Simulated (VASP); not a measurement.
Input of a VASP 6.6.1 run:

Contents of INCAR:

```
  PREC = Accurate
  ENCUT = 520
  EDIFF = 1E-7
  ISMEAR = 0
  SIGMA = 0.02
  LREAL = False
  LASPH = True
  NELM = 60
  ALGO = Normal
  ISIF = 2
  LWAVE = False
  LCHARG = False
  GGA = PS
  NBANDS = 41
```

The input KPOINTS:

```
regular mesh
0
Gamma
  6 8 6
```

File POSCAR:

```
AlGa3N4
1.0
    5.0652159314      0.0000000000      0.0000000000
    0.0000000000      3.1175100280      0.0000000000
   -0.0034043962      0.0000000000      5.5278006679
Al Ga N
1 3 4
Direct
    0.0006034217      0.5000000000      0.6673576242
    0.4991167032      0.5000000000      0.3349195796
    0.4990273850      0.0000000000      0.8315569997
    0.9998617817      0.0000000000      0.1661805294
    0.1196687535      0.5000000000      0.3400974164
    0.1176459792      0.0000000000      0.8263760592
    0.6204436396      0.0000000000      0.1662162867
    0.6312323461      0.5000000000      0.6672965048
```

Potentials or basis: VASP PAW PBE potentials, release 64 (Al, Ga_d, N).

The run is started by

```console
$ cat potpaw_PBE.64/Al/POTCAR potpaw_PBE.64/Ga_d/POTCAR potpaw_PBE.64/N/POTCAR > POTCAR
$ mpirun -np 1 vasp_std > vasp.out
```

Problem. What does it give for the pressure?

Solution. 4.2 GPa.

Problem. Predict the band gap on the k mesh.

Solution. 2.49 eV.

Problem. What does it give for the largest force?

Solution. 0.286 eV/Å.

Stress tensor (GPa, compression positive):
```
 7.49  0.00 -0.03
 0.00  6.52  0.00
-0.03  0.00 -1.40
```

Caveat: the cell differs from its parent crystal (biaxial strain in the a-b plane: -1.5 %); the stress differs along the axes, from -1 to 7 GPa; the PAW data sets were made with another functional, which shifts forces and pressure a little.
